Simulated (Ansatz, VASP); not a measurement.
MgO: VASP beside Ansatz

File INCAR:

```
  ALGO = Normal
  EDIFF = 1E-6
  ENCUT = 520
  GGA = PS
  ISIF = 2
  ISMEAR = 0
  LASPH = True
  LCHARG = False
  LREAL = False
  LWAVE = False
  NBANDS = 26
  NELM = 60
  PREC = Accurate
  SIGMA = 0.05
```

KPOINTS

```
k-points
0
Gamma
  9 9 4
```

File POSCAR:

```
MgO
1.0
    3.2553371795      0.0000000000      0.0000000000
   -1.6276685897      2.8192046953      0.0000000000
    0.0000000000      0.0000000000     10.4149514991
Mg O
4 4
Direct
    0.3333333333      0.6666666667      0.9695963559
    0.0000000000      0.0000000000      0.2209473890
    0.0000000000      0.0000000000      0.7209473890
    0.6666666667      0.3333333333      0.4695963559
    0.3333333333      0.6666666667      0.7799156657
    0.0000000000      0.0000000000      0.5919490456
    0.0000000000      0.0000000000      0.0295387694
    0.6666666667      0.3333333333      0.2799156657
```

Input for Ansatz:

```yaml
crystal:
  lattice:
    - [3.2553371795, 0.0, 0.0]
    - [-1.6276685897, 2.8192046953, 0.0]
    - [0.0, 0.0, 10.4149514991]
  atoms:
    - { symbol: Mg, position: [0.3333333333, 0.6666666667, 0.9695963559] }
    - { symbol: Mg, position: [0.0, 0.0, 0.220947389] }
    - { symbol: Mg, position: [0.0, 0.0, 0.720947389] }
    - { symbol: Mg, position: [0.6666666667, 0.3333333333, 0.4695963559] }
    - { symbol: O, position: [0.3333333333, 0.6666666667, 0.7799156657] }
    - { symbol: O, position: [0.0, 0.0, 0.5919490456] }
    - { symbol: O, position: [0.0, 0.0, 0.0295387694] }
    - { symbol: O, position: [0.6666666667, 0.3333333333, 0.2799156657] }
basis:
  ecutwfc: 420
kpoints:
  mp_grid: { grid: [9, 9, 4] }
hamiltonian:
  xc: pbesol
  pseudopotentials: { kind: paw, azcp: { folder: soft_1 } }
scf:
  occupations: { method: gaussian, width: 0.05 }
output:
  forces: true
  stress: true
  eigenvalues: true
```

Alike in both runs: task single point; functional PBEsol; k mesh 9 × 9 × 4; occupations gaussian, width 0.05 eV; no spin polarisation.

|  | VASP | Ansatz |
| --- | --- | --- |
| version | VASP 6.6.1 | Ansatz 0.2.0 |
| potentials or method | VASP PAW PBE potentials, release 64 (Mg, O), cutoff 520 eV | scalar-relativistic, plane waves, PAW |
| valence electrons in the cell | 32 | 64 |

Ansatz gave:

```
gap on the k mesh at the Fermi level (eV)                     : 0.96
least direct gap on the mesh (eV)                             : 0.96
pressure (GPa)                                                : 19.1
traceless stress, the component that is largest in VASP (GPa) : 39.64
rms of the force components (eV/Å)                            : 9.026
```

Problem. What did VASP give for the same quantities?

Solution. gap on the k mesh at the Fermi level (eV): 0.85; least direct gap on the mesh (eV): 0.85; pressure (GPa): 21.5; traceless stress, the component that is largest in VASP (GPa): 44.66; rms of the force components (eV/Å): 10.023.

VASP's potentials were made for PBE, not for PBEsol, and Ansatz warns of the same on its side. Atom by atom the forces differ by 1.003 eV/Å (rms over components). The functional is the same, so the differences come from potentials, cutoffs and numerics. VASP's potentials hold 32 valence electrons a cell and Ansatz's 64, so a difference there can come from the potentials and not from the codes.
